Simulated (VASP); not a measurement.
TiH3Br: relaxation of cell and atoms with PBE

TiH3Br:

```xyz
5
Lattice="3.7651 0.0000 0.0000 0.0000 3.7651 0.0000 0.0000 0.0000 4.7697" Properties=species:S:1:pos:R:3 pbc="T T T"
Ti    1.8825    1.8825    3.1719
H     0.0000    1.8825    2.3849
H     1.8825    0.0000    2.3849
H     1.8825    1.8825    0.5132
Br    0.0000    0.0000    0.0000
```

The cell was generated, and may not be a known phase.

```json
{
  "Program": "VASP 6.6.1",
  "Task": "relaxation of cell and atoms",
  "Functional": "PBE",
  "Potentials or basis": "VASP PAW PBE potentials, release 64 (Ti_sv, H, Br)",
  "Cutoff": "600 eV",
  "k mesh": "4 × 4 × 4",
  "Occupations": "gaussian, width 0.1 eV",
  "Spin": "collinear spin",
  "Starting moments": "[1.0, 0.0, 0.0, 0.0, 0.0] μB",
  "Dipole correction": "no",
  "Further INCAR settings": "ALGO = Normal; EDIFF = 1e-06; IBRION = 2; EDIFFG = -0.04; NSW = 90; ISIF = 3"
}
```

```json
{"Relaxed volume": "12.04 Å³/atom", "Relaxed cell": "a = 3.324 Å, b = 3.324 Å, c = 5.449 Å, α = 90.00°, β = 90.00°, γ = 90.00°", "Space group after relaxing (to 0.1 Å)": "P4mm (No. 99)", "Energy gained by relaxing": "308.5 meV/atom", "Ionic steps": "19", "Pressure after relaxing": "0.1 GPa", "Largest force after relaxing": "0.037 eV/Å", "Band gap on the k mesh": "1.57 eV (least direct gap 1.64 eV)", "Net moment": "0.00 μB per cell", "Valence electrons inside the program's atomic spheres": "Ti 10.22; H 0.54, 0.55 (each value once); Br 4.87"}
```

Forces in eV/Å, atoms in the order of the input:
```
Ti   0.000  0.000  0.028
H    0.000  0.000  0.017
H    0.000  0.000  0.017
H    0.000  0.000 -0.026
Br   0.000  0.000 -0.037
```

Stress tensor (GPa, compression positive):
```
 0.30  0.00  0.00
 0.00  0.30  0.00
 0.00  0.00 -0.16
```

The path:
| step | energy change (eV) | largest force (eV/Å) | pressure (GPa) | volume (Å³) |
| --- | --- | --- | --- | --- |
| 1 | 0.0000 | 1.9401 | -13.62 | 67.62 |
| 2 | -1.0627 | 1.5667 | -7.39 | 56.98 |
| 3 | -1.2652 | 0.3670 | 0.25 | 51.72 |
| 4 | -1.3554 | 0.1988 | 1.31 | 51.09 |
| 5 | -1.4052 | 0.2420 | 3.55 | 50.06 |
| 6 | -1.4310 | 0.5211 | -0.26 | 52.14 |
| 7 | -1.4318 | 0.4702 | 0.30 | 51.81 |
| 8 | -1.4553 | 0.2777 | -0.28 | 52.88 |
| 9 | -1.4646 | 0.5110 | -0.73 | 53.96 |
| 10 | -1.4804 | 0.3722 | -0.64 | 54.36 |
| 11 | -1.5104 | 0.1593 | -0.26 | 55.57 |
| 12 | -1.4902 | 0.8375 | 0.99 | 57.98 |
| 13 | -1.5150 | 0.3068 | 0.17 | 56.36 |
| 14 | -1.5251 | 0.1446 | 0.48 | 56.96 |
| 15 | -1.5337 | 0.2945 | 1.32 | 58.31 |
| 16 | -1.5405 | 0.0941 | 0.72 | 59.25 |
| 17 | -1.5415 | 0.1493 | 0.17 | 60.21 |
| 18 | -1.5418 | 0.0838 | 0.33 | 59.91 |
| 19 | -1.5425 | 0.0368 | 0.15 | 60.21 |

Final structure:
```xyz
5
Lattice="3.3241 0.0000 0.0000 0.0000 3.3241 0.0000 0.0000 0.0000 5.4490" Properties=species:S:1:pos:R:3 pbc="T T T"
Ti    1.6620    1.6620    3.9023
H     3.3241    1.6620    2.9353
H     1.6620    3.3241    2.9353
H     1.6620    1.6620    0.1334
Br    0.0000    0.0000    5.2016
```

Levels at points of the mesh, in eV from the valence-band top:
Spin up:
```
           k point  band 9  band 10  band 11  band 12  band 13  band 14
(0.00, 0.00, 0.00)   -2.57    -2.22    -1.06     1.98     2.39     2.39
(0.50, 0.00, 0.00)   -2.45    -2.39    -0.26     1.65     2.56     2.82
(0.50, 0.50, 0.00)   -2.88    -2.12    -2.12     2.39     2.58     3.44
(0.00, 0.00, 0.50)   -2.55    -2.20    -0.76     1.98     2.02     2.43
(0.50, 0.00, 0.50)   -2.44    -1.73     0.00     1.64     2.53     2.75
(0.50, 0.50, 0.50)   -2.75    -2.17    -2.17     2.58     2.67     3.05
```
Spin down:
```tsv
k point	band 9	band 10	band 11	band 12	band 13	band 14
(0.00, 0.00, 0.00)	-2.57	-2.22	-1.06	1.98	2.39	2.39
(0.50, 0.00, 0.00)	-2.45	-2.39	-0.26	1.65	2.56	2.82
(0.50, 0.50, 0.00)	-2.88	-2.12	-2.12	2.39	2.58	3.44
(0.00, 0.00, 0.50)	-2.55	-2.20	-0.76	1.98	2.02	2.43
(0.50, 0.00, 0.50)	-2.44	-1.73	0.00	1.64	2.53	2.75
(0.50, 0.50, 0.50)	-2.75	-2.17	-2.17	2.58	2.67	3.05
```

Run time: 7.6 min on 1 thread of Intel(R) Xeon(R) Platinum 8488C (Sapphire Rapids) (shared host), peak memory 0.24 GiB.

A k mesh can miss the band edges.
